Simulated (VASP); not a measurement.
Wanted: the native input for a VASP 6.6.1 run.

```
Task                   : relaxation of cell and atoms
Functional             : PBE
Potentials or basis    : VASP PAW PBE potentials, release 64 (Cs_sv, Au)
Cutoff                 : 600 eV
k mesh                 : 4 × 4 × 4
Occupations            : gaussian, width 0.1 eV
Spin                   : no spin polarisation
Dipole correction      : no
Further INCAR settings : ALGO = Normal; EDIFF = 1e-07; IBRION = 2; EDIFFG = -0.04; NSW = 90; ISIF = 3
```

The structure of Cs4Au lies in POSCAR:

```
Cs4Au
1.0
   -3.8657604600      3.8657604600      3.8657604600
    3.8657604600     -3.8657604600      3.8657604600
    3.8657604600      3.8657604600     -3.8657604600
Cs Au
4 1
Direct
    0.0000000000      0.0000000000      0.5000000000
    0.5000000000      0.0000000000      0.0000000000
    0.0000000000      0.5000000000      0.0000000000
    0.5000000000      0.5000000000      0.5000000000
    0.0000000000      0.0000000000      0.0000000000
```

The cell was generated, and may not be a known phase.

The input as run:

INCAR

```
SYSTEM = Cs4Au
PREC = Accurate ; ENCUT = 600
EDIFF = 1E-7 ; ISMEAR = 0
SIGMA = 0.1 ; LREAL = .FALSE.
LASPH = .TRUE. ; NELM = 100
ALGO = Normal ; ISIF = 3
LWAVE = .FALSE. ; LCHARG = .FALSE.
GGA = PE ; IBRION = 2
NSW = 90 ; EDIFFG = -0.04
```

KPOINTS

```
regular mesh
0
G
  4 4 4
  0 0 0
```

Potentials or basis: VASP PAW PBE potentials, release 64 (Cs_sv, Au).

Run with:

```bash
$ cat potpaw_PBE.64/Cs_sv/POTCAR potpaw_PBE.64/Au/POTCAR > POTCAR
$ mpirun -np 1 vasp_std > vasp.out
```

It gave:

The relaxed volume is 78.83 Å³/atom, the relaxed cell is a = 8.000 Å, b = 8.000 Å, c = 8.000 Å, α = 109.47°, β = 109.47°, γ = 109.47° and the space group after relaxing (to 0.1 Å) is Im-3m (No. 229). The energy gained by relaxing is 310.7 meV/atom. The ionic steps are 6. The pressure after relaxing is 0.0 GPa. The band gap on the k mesh is zero (an odd number of electrons rules out a gap without spin polarisation).

Caveat: the volume moved by over 15 % at a fixed basis, so the end points are rough; spin-orbit coupling is left out, which moves the levels of the heavy elements.

Run time: 3.9 min on 1 thread of Intel(R) Xeon(R) 6975P-C (Granite Rapids), with other jobs on the host, peak memory 0.45 GiB.
